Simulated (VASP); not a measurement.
The system is LiPdC4.

```
CELL_PARAMETERS angstrom
4.02009 0.00000 0.00000
0.00000 4.02009 0.00000
0.00000 0.00000 3.82047
ATOMIC_POSITIONS crystal
Li 0.00000 0.00000 0.00000
Pd 0.50000 0.50000 0.50000
C 0.50000 0.00000 0.16945
C 0.00000 0.50000 0.83055
C 0.50000 0.00000 0.83055
C 0.00000 0.50000 0.16945
```

| Property | Result |
| --- | --- |
| Program | VASP 6.6.1 |
| Task | relaxation of cell and atoms |
| Functional | PBE |
| Potentials or basis | VASP PAW PBE potentials, release 64 (Li_sv, Pd, C) |
| Cutoff | 600 eV |
| k mesh | 10 × 10 × 10 |
| Occupations | gaussian, width 0.1 eV |
| Spin | no spin polarisation |

At the start: pressure -0.1 GPa; volume 10.29 Å³/atom.

Problem. How do energy, volume and symmetry change on relaxing?

Solution. Over 10 steps the energy falls by 3.8 meV/atom and the volume is 10.09 Å³/atom (-1.9 %); space group P4/mmm (No. 123, to 0.05 Å).

Step by step:
| step | energy change (eV) | largest force (eV/Å) | pressure (GPa) | volume (Å³) |
| --- | --- | --- | --- | --- |
| 1 | 0.0000 | 0.4016 | -0.10 | 61.74 |
| 2 | 0.0237 | 1.1146 | -4.35 | 61.69 |
| 3 | -0.0044 | 0.0396 | -1.38 | 61.73 |
| 4 | -0.0178 | 0.0396 | -0.73 | 61.02 |
| 5 | -0.0224 | 0.0706 | -0.08 | 60.45 |
| 6 | -0.0226 | 0.0751 | 0.06 | 60.33 |
| 7 | -0.0198 | 0.3868 | 1.12 | 60.42 |
| 8 | -0.0227 | 0.0159 | 0.28 | 60.35 |
| 9 | -0.0229 | 0.0113 | 0.06 | 60.50 |
| 10 | -0.0230 | 0.0080 | -0.03 | 60.55 |

Final structure:
```yaml
crystal:
  lattice:
    - [4.02908, 0.00000, 0.00000]
    - [0.00000, 4.02908, 0.00000]
    - [0.00000, 0.00000, 3.73000]
  atoms:
    - { symbol: Li, position: [0.00000, 0.00000, 0.00000] }
    - { symbol: Pd, position: [0.50000, 0.50000, 0.50000] }
    - { symbol: C, position: [0.50000, 0.00000, 0.17504] }
    - { symbol: C, position: [0.00000, 0.50000, 0.82496] }
    - { symbol: C, position: [0.50000, 0.00000, 0.82496] }
    - { symbol: C, position: [0.00000, 0.50000, 0.17504] }
```

Caveat: the cutoff is under 1.25 times the usual one of these potentials, so pressure, stress and relaxed cells hold a basis-set (Pulay) error.
